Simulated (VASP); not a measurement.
# HfCl4F (F-43m) in VASP: relaxation of cell and atoms with PBE

Aim: the relaxation of cell and atoms of HfCl4F with PBE.

All numbers are computed with VASP 6.6.1; they aren't measurements. Logs are shortened: lines on timing, memory, paths and dates and some standing lists are left out, and cuts for length are marked.

### Step 1. The cell of the first run

Symmetry: F-43m, No. 216, cubic system. Conventional cell: a = 7.724 Å, b = 7.724 Å, c = 7.724 Å, α = 90.00°, β = 90.00°, γ = 90.00°. Within 4.2 Å of Hf (site symmetry -43m) lie 12 Cl at 3.20 Å and 4 F at 3.34 Å. Cl (site symmetry 3m) has 6 Cl at 2.73 to 2.74 Å and 3 F at 3.20 Å and 3 Hf at 3.20 Å within 3.6 Å. Within 4.2 Å of F (site symmetry -43m) lie 12 Cl at 3.20 Å and 4 Hf at 3.34 Å.

The cell was built from a structure type or drawn by symmetry, and may not be a known phase.

### Step 2. Relaxation of cell and atoms, PBE

INCAR reads:

```
ALGO = Normal
EDIFF = 1E-6
EDIFFG = -0.01
ENCUT = 600
GGA = PE
IBRION = 2
ISIF = 3
ISMEAR = 0
LASPH = T
LCHARG = F
LREAL = F
LWAVE = F
NELM = 100
NSW = 100
PREC = Accurate
SIGMA = 0.1
```

KPOINTS reads:

```
k-points
0
Gamma
  8 8 8
```

POSCAR reads:

```
HfCl4F
1.0
    0.0000000000      3.8621696787      3.8621696787
    3.8621696787      0.0000000000      3.8621696787
    3.8621696787      3.8621696787      0.0000000000
Hf Cl F
1 4 1
Direct
    0.7500000000      0.7500000000      0.7500000000
    0.6244261690      0.1251912770      0.1251912770
    0.1251912770      0.1251912770      0.1251912770
    0.1251912770      0.6244261690      0.1251912770
    0.1251912770      0.1251912770      0.6244261690
    0.5000000000      0.5000000000      0.5000000000
```

Potentials or basis: VASP PAW PBE potentials, release 64 (Hf_pv, Cl, F).

Launch:

```console
$ cat potpaw_PBE.64/Hf_pv/POTCAR potpaw_PBE.64/Cl/POTCAR potpaw_PBE.64/F/POTCAR > POTCAR
$ mpirun -np 1 vasp_std > vasp.out
```

OUTCAR:

```text
EDIFF = 1E-6
   EDIFFG = -0.01
   ENCUT = 600
   GGA = PE
   IBRION = 2
   ISIF = 3
   ISMEAR = 0
   LASPH = T
   LREAL = F
   NELM = 100
   NSW = 100
   PREC = Accurate

 ion  position               nearest neighbor table
   1  0.750  0.750  0.750-   2 3.20   4 3.20   5 3.20   2 3.20   3 3.20   4 3.20   2 3.20   3 3.20
                             5 3.20   3 3.20   4 3.20   5 3.20
   2  0.624  0.125  0.125-   1 3.20   1 3.20   1 3.20
   3  0.125  0.125  0.125-   1 3.20   1 3.20   1 3.20
   4  0.125  0.624  0.125-   1 3.20   1 3.20   1 3.20
   5  0.125  0.125  0.624-   1 3.20   1 3.20   1 3.20
   6  0.500  0.500  0.500-

  LATTYP: Found a face centered cubic cell.
 ALAT       =     7.7243393574

  Lattice vectors:

 A1 = (   0.0000000000,   3.8621696787,   3.8621696787)
 A2 = (   3.8621696787,   0.0000000000,   3.8621696787)
 A3 = (   3.8621696787,   3.8621696787,   0.0000000000)

Analysis of symmetry for initial positions (statically):
=====================================================================
 Subroutine PRICEL returns:
 Original cell was already a primitive cell.

 Routine SETGRP: Setting up the symmetry group for a
 face centered cubic supercell.

 Subroutine GETGRP returns: Found 24 space group operations
 (whereof 24 operations were pure point group operations)
 out of a pool of 48 trial point group operations.

The static configuration has the point symmetry T_d .

Analysis of symmetry for dynamics (positions and initial velocities):
=====================================================================
 Subroutine PRICEL returns:
 Original cell was already a primitive cell.

 Routine SETGRP: Setting up the symmetry group for a
 face centered cubic supercell.

 Subroutine GETGRP returns: Found 24 space group operations
 (whereof 24 operations were pure point group operations)
 out of a pool of 48 trial point group operations.

The dynamic configuration has the point symmetry T_d .

 Subroutine INISYM returns: Found 24 space group operations
 (whereof 24 operations are pure point group operations),
 and found     1 'primitive' translations

----------------------------------------------------------------------------------------

                                     Primitive cell

  volume of cell :     115.2190

  direct lattice vectors                    reciprocal lattice vectors
     0.000000000  3.862169679  3.862169679    -0.129460910  0.129460910  0.129460910
     3.862169679  0.000000000  3.862169679     0.129460910 -0.129460910  0.129460910
     3.862169679  3.862169679  0.000000000     0.129460910  0.129460910 -0.129460910

  length of vectors
     5.461932740  5.461932740  5.461932740     0.224232873  0.224232873  0.224232873

  position of ions in fractional coordinates (direct lattice)
     0.750000000  0.750000000  0.750000000
     0.624426169  0.125191277  0.125191277
     0.125191277  0.125191277  0.125191277
     0.125191277  0.624426169  0.125191277
     0.125191277  0.125191277  0.624426169
     0.500000000  0.500000000  0.500000000

  ion indices of the primitive-cell ions
   primitive index   ion index
                 1           1
                 2           2
                 3           3
                 4           4
                 5           5
                 6           6

----------------------------------------------------------------------------------------

 KPOINTS: k-points

Automatic generation of k-mesh.
 Grid dimensions read from file:
 generate k-points for:    8    8    8

 Generating k-lattice:

  Cartesian coordinates                     Fractional coordinates (reciprocal lattice)
    -0.016182614  0.016182614  0.016182614     0.125000000  0.000000000  0.000000000
     0.016182614 -0.016182614  0.016182614     0.000000000  0.125000000  0.000000000
     0.016182614  0.016182614 -0.016182614     0.000000000  0.000000000  0.125000000

  Length of vectors
     0.028029109  0.028029109  0.028029109

  Shift w.r.t. Gamma in fractional coordinates (k-lattice)
     0.000000000  0.000000000  0.000000000

 Subroutine IBZKPT returns following result:
 ===========================================

 Found     29 irreducible k-points:

 Following reciprocal coordinates:
            Coordinates               Weight
  0.000000  0.000000  0.000000      1.000000
  0.125000  0.000000  0.000000      8.000000
  0.250000  0.000000  0.000000      8.000000
  0.375000  0.000000  0.000000      8.000000
  0.500000  0.000000  0.000000      4.000000
  0.125000  0.125000  0.000000      6.000000
[... 16 lines left out ...]
  0.500000  0.250000  0.125000     48.000000
 -0.375000  0.250000  0.125000     24.000000
 [... further k-points ...]
   k-points           NKPTS =     29   k-points in BZ     NKDIM =     29   number of bands    NBANDS=     27
   number of dos      NEDOS =    301   number of ions     NIONS =      6
   total plane-waves  NPLWV = 110592
   dimension x,y,z NGX =    48 NGY =   48 NGZ =   48
   dimension x,y,z NGXF=    96 NGYF=   96 NGZF=   96
   ions per type =               1   4   1
   NGX,Y,Z   is equivalent  to a cutoff of  14.61, 14.61, 14.61 a.u.
   NGXF,Y,Z  is equivalent  to a cutoff of  29.22, 29.22, 29.22 a.u.
 SYSTEM =  unknown system
   PREC   = accura    normal or accurate (medium, high low for compatibility)
   ISTART =      0    job   : 0-new  1-cont  2-samecut
   ICHARG =      2    charge: 1-file 2-atom 10-const
   ISPIN  =      1    spin polarized calculation?
   LNONCOLLINEAR =      F non collinear calculations
   LSORBIT =      F    spin-orbit coupling
   LASPH  =      T    aspherical Exc in radial PAW
   ENCUT  =  600.0 eV  44.10 Ry    6.64 a.u.  10.91 10.91 10.91*2*pi/ulx,y,z
   NELM   =    100;   NELMIN=  2; NELMDL= -5     # of ELM steps
   EDIFF  = 0.1E-05   stopping-criterion for ELM
   LREAL  =      F    real-space projection
   EDIFFG = -.1E-01   stopping-criterion for IOM
   NSW    =    100    number of steps for IOM
   IBRION =      2    ionic relax: 0-MD 1-quasi-New 2-CG
   NFREE  =      1    steps in history (QN), initial steepest desc. (CG)
   ISIF   =      3    stress and relaxation
   ISYM   =      2    0-nonsym 1-usesym 2-fastsym
   POTIM  = 0.5000    time-step for ionic-motion
   TEBEG  =    0.0;   TEEND  =   0.0 temperature during run
   PSTRESS=    0.0 pullay stress
   NELECT =      45.0000    total number of electrons
   NUPDOWN=      -1.0000    fix difference up-down
   EMIN   =  10.00;   EMAX   =-10.00  energy-range for DOS
   EFERMI =   0.00;   METHOD = LEGACY
   ISMEAR =     0;   SIGMA  =   0.10  broadening in eV -4-tet -1-fermi 0-gaus
   EFERMI_NEDOS =   21; number of points for ismear=-14 and -15
   IALGO  =     38    algorithm
   IMIX   =      4    mixing-type and parameters
     AMIX     =   0.40;   BMIX     =  1.00
     AMIX_MAG =   1.60;   BMIX_MAG =  1.00
  volume/ion in A,a.u.               =      19.20       129.59
  Fermi-wavevector in a.u.,A,eV,Ry     =   1.196661  2.261361 19.483496  1.431997
  Thomas-Fermi vector in A             =   2.332595
   LORBIT       =      0    0 simple, 1 ext, 2 COOP (PROOUT), +10 PAW based schemes
   GGA     = PE    functional components
   LHFCALC =     F    Hartree Fock is set to
   AEXX    =    0.0000 exact exchange contribution
   IVDW    =     0    specifies the selected vdW correction
   LEPSILON=     F    determine dielectric tensor
   LRPA    =     F    only Hartree local field effects (RPA)
 conjugate gradient relaxation of ions
 non-spin polarized calculation
 Gauss-broadening in eV      SIGMA  =   0.10
  energy-cutoff  :      600.00
  volume of cell :      115.22
 maximum number of plane-waves:      3892
 NGX is ok and might be reduce to    48
   NGX = 21   NGY = 21   NGZ = 21

--------------------------------------- Ionic step        1  -------------------------------------------

 number of electron      44.9999997 magnetization

 Free energy of the ion-electron system (eV)
  ---------------------------------------------------
  ext. energy  EPLUGINS =         0.00000000
  ---------------------------------------------------
  free energy    TOTEN  =       -18.43055436 eV

  energy without entropy =      -18.40221521  energy(sigma->0) =      -18.41638478

------------------------ aborting loop because EDIFF is reached ----------------------------------------

  FORCE on cell =-STRESS in cart. coord.  units (eV):
  Direction    XX          YY          ZZ          XY          YZ          ZX
  --------------------------------------------------------------------------------------
  -------------------------------------------------------------------------------------
  Total       -0.1745316     -0.1745316     -0.1745316      0.0000000      0.0000000      0.0000000
  in kB       -2.4269484     -2.4269484     -2.4269484      0.0000000      0.0000000      0.0000000
  external PRESSURE =      -2.4269484 kB  Pullay stress =       0.0000000 kB

 VOLUME and BASIS-vectors are now :
 -----------------------------------------------------------------------------
  energy-cutoff  :      600.00
  volume of cell :      115.22
      direct lattice vectors                 reciprocal lattice vectors
     0.000000000  3.862169679  3.862169679    -0.129460910  0.129460910  0.129460910
     3.862169679  0.000000000  3.862169679     0.129460910 -0.129460910  0.129460910
     3.862169679  3.862169679  0.000000000     0.129460910  0.129460910 -0.129460910

 POSITION                                       TOTAL-FORCE (eV/Angst)
 -----------------------------------------------------------------------------------
      5.79325      5.79325      5.79325        -0.000000      0.000000     -0.000000
      0.96702      2.89515      2.89515        -0.017889      0.017889      0.017889
      0.96702      0.96702      0.96702        -0.017889     -0.017889     -0.017889
      2.89515      0.96702      2.89515         0.017889     -0.017889      0.017889
      2.89515      2.89515      0.96702         0.017889      0.017889     -0.017889
      3.86217      3.86217      3.86217        -0.000000      0.000000      0.000000
 -----------------------------------------------------------------------------------
    total drift:                                0.000000      0.000000     -0.000000

  FREE ENERGIE OF THE ION-ELECTRON SYSTEM (eV)
  ---------------------------------------------------
  free  energy   TOTEN  =       -18.4305543564 eV

  energy  without entropy=      -18.4022152112  energy(sigma->0) =      -18.41638478

--------------------------------------- Ionic step        2  -------------------------------------------

 number of electron      44.9999997 magnetization

 Free energy of the ion-electron system (eV)
  ---------------------------------------------------
  ext. energy  EPLUGINS =         0.00000000
  ---------------------------------------------------
  free energy    TOTEN  =       -18.43097790 eV

  energy without entropy =      -18.40279567  energy(sigma->0) =      -18.41688679

 E-fermi :   3.9331     XC(G=0):  -9.9543

 val. band max:        3.9022079284   @ k =   0.5000   0.5000   0.0000
 cond. band min:       3.9474575362   @ k =   0.3750   0.3750   0.0000
 fundamental gap:      0.0452496078
 Fermi energy:         3.9331444160

 k-point     1 :       0.0000    0.0000    0.0000
  band No.  band energies     occupation
      1     -30.1864      2.00000
      2     -30.1864      2.00000
      3     -30.1864      2.00000
      4     -16.7305      2.00000
      5     -13.2020      2.00000
      6     -10.4542      2.00000
[... 19 lines left out ...]
     26       4.8422      0.00000
     27       4.8422      0.00000
[... 661 lines left out ...]
 k-point    24 :      -0.3750    0.2500    0.1250
  band No.  band energies     occupation
      1     -30.1873      2.00000
      2     -30.1868      2.00000
      3     -30.1866      2.00000
      4     -16.7181      2.00000
      5     -12.5130      2.00000
      6     -11.6293      2.00000
[... 19 lines left out ...]
     26       4.8476      0.00000
     27       4.9479      0.00000

 [... further k-points ...]

------------------------ aborting loop because EDIFF is reached ----------------------------------------

  FORCE on cell =-STRESS in cart. coord.  units (eV):
  Direction    XX          YY          ZZ          XY          YZ          ZX
  --------------------------------------------------------------------------------------
  -------------------------------------------------------------------------------------
  Total        0.0072620      0.0072620      0.0072620     -0.0000000      0.0000000      0.0000000
  in kB        0.1014087      0.1014087      0.1014087     -0.0000000      0.0000000      0.0000000
  external PRESSURE =       0.1014087 kB  Pullay stress =       0.0000000 kB

 VOLUME and BASIS-vectors are now :
 -----------------------------------------------------------------------------
  energy-cutoff  :      600.00
  volume of cell :      114.73
      direct lattice vectors                 reciprocal lattice vectors
     0.000000000  3.856749853  3.856749853    -0.129642839  0.129642839  0.129642839
     3.856749853 -0.000000000  3.856749853     0.129642839 -0.129642839  0.129642839
     3.856749853  3.856749853  0.000000000     0.129642839  0.129642839 -0.129642839

 POSITION                                       TOTAL-FORCE (eV/Angst)
 -----------------------------------------------------------------------------------
      5.78512      5.78512      5.78512        -0.000000     -0.000000     -0.000000
      0.96480      2.89195      2.89195         0.003319     -0.003319     -0.003319
      0.96480      0.96480      0.96480         0.003319      0.003319      0.003319
      2.89195      0.96480      2.89195        -0.003319      0.003319     -0.003319
      2.89195      2.89195      0.96480        -0.003319     -0.003319      0.003319
      3.85675      3.85675      3.85675        -0.000000     -0.000000     -0.000000
 -----------------------------------------------------------------------------------
    total drift:                               -0.000000     -0.000000     -0.000000

  FREE ENERGIE OF THE ION-ELECTRON SYSTEM (eV)
  ---------------------------------------------------
  free  energy   TOTEN  =       -18.4309779014 eV

  energy  without entropy=      -18.4027956718  energy(sigma->0) =      -18.41688679

 reached required accuracy - stopping structural energy minimisation
```

Wall time 6.9 min (1 thread of Intel Xeon 8259CL, shared host); peak memory 0.4 GiB.

What came out:

* Free energy: -18.4310 eV
* Relaxed volume: 19.12 Å³/atom
* Relaxed cell: a = 5.454 Å, b = 5.454 Å, c = 5.454 Å, α = 60.00°, β = 60.00°, γ = 60.00°
* Space group after relaxing (to 0.1 Å): F-43m (No. 216)
* Energy gained by relaxing: 0.1 meV/atom
* Ionic steps: 2
* Pressure after relaxing: 0.0 GPa
* Largest force after relaxing: 0.006 eV/Å
* Band gap on the k mesh: zero (an odd number of electrons rules out a gap without spin polarisation)

Forces in eV/Å, atoms in the order of the input:
```
Hf   0.000  0.000  0.000
Cl   0.003 -0.003 -0.003
Cl   0.003  0.003  0.003
Cl  -0.003  0.003 -0.003
Cl  -0.003 -0.003  0.003
F    0.000  0.000  0.000
```

Step by step:
| step | energy change (eV) | largest force (eV/Å) | pressure (GPa) | volume (Å³) |
| --- | --- | --- | --- | --- |
| 1 | 0.0000 | 0.0310 | -0.24 | 115.22 |
| 2 | -0.0004 | 0.0057 | 0.01 | 114.73 |

Final structure:
```yaml
crystal:
  lattice:
    - [0.00000, 3.85675, 3.85675]
    - [3.85675, 0.00000, 3.85675]
    - [3.85675, 3.85675, 0.00000]
  atoms:
    - { symbol: Hf, position: [0.75000, 0.75000, 0.75000] }
    - { symbol: Cl, position: [0.62476, 0.12508, 0.12508] }
    - { symbol: Cl, position: [0.12508, 0.12508, 0.12508] }
    - { symbol: Cl, position: [0.12508, 0.62476, 0.12508] }
    - { symbol: Cl, position: [0.12508, 0.12508, 0.62476] }
    - { symbol: F, position: [0.50000, 0.50000, 0.50000] }
```

Levels at points of the mesh, in eV from the Fermi level:
| k point | band 21 | band 22 | band 23 | band 24 | band 25 | band 26 |
| --- | --- | --- | --- | --- | --- | --- |
| (0.00, 0.00, 0.00) | -0.25 | 0.41 | 0.41 | 0.41 | 0.91 | 0.91 |
| (0.50, 0.00, 0.00) | -0.64 | -0.05 | -0.05 | 0.16 | 1.04 | 1.04 |
| (0.50, 0.50, 0.00) | -1.99 | -0.03 | -0.03 | 0.35 | 0.65 | 0.82 |

Caveat: spin-orbit coupling is left out, which moves the levels of the heavy elements; an odd number of electrons without spin polarisation forces a metal; a magnetic or distorted state may lie lower.
